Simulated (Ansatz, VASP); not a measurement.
# Two plane-wave programs on AlN

```
Al N
1.0
     3.16596    0.00000    0.00000
    -1.58298    2.74180    0.00000
     0.00000    0.00000    5.06736
Al N
2 2
Direct
  0.33655 0.67310 0.00152
  0.66345 0.32690 0.50152
  0.33046 0.66093 0.38348
  0.66954 0.33907 0.88348
```

Change from the starting cell: mode 5 frozen in at +0.017 Å, equal normal strain along x, y and z +0.0250.

Alike in both runs: task single point; functional LDA; k mesh 9 × 9 × 6; occupations gaussian, width 0.05 eV; no spin polarisation.

|  | VASP | Ansatz |
| --- | --- | --- |
| version | VASP 6.6.1 | Ansatz 0.2.0 |
| potentials or method | VASP PAW LDA potentials, release 64 (Al, N), cutoff 520 eV | scalar-relativistic, plane waves, PAW |
| valence electrons in the cell | 16 | 16 |

VASP gave:

| Item | Value |
| --- | --- |
| gap on the k mesh at the Fermi level (eV) | 3.77 |
| least direct gap on the mesh (eV) | 3.77 |
| pressure (GPa) | -13.2 |
| traceless stress, the component that is largest in VASP (GPa) | 0.61 |
| rms of the force components (eV/Å) | 0.048 |

Task: Which values does Ansatz return?

Result: gap on the k mesh at the Fermi level (eV): 3.77; least direct gap on the mesh (eV): 3.77; pressure (GPa): -13.6; traceless stress, the component that is largest in VASP (GPa): 0.62; rms of the force components (eV/Å): 0.048.

LDA's correlation is that of Perdew and Zunger in VASP and of Perdew and Wang (1992) in Ansatz. Atom by atom the forces differ by 0.000 eV/Å (rms over components).
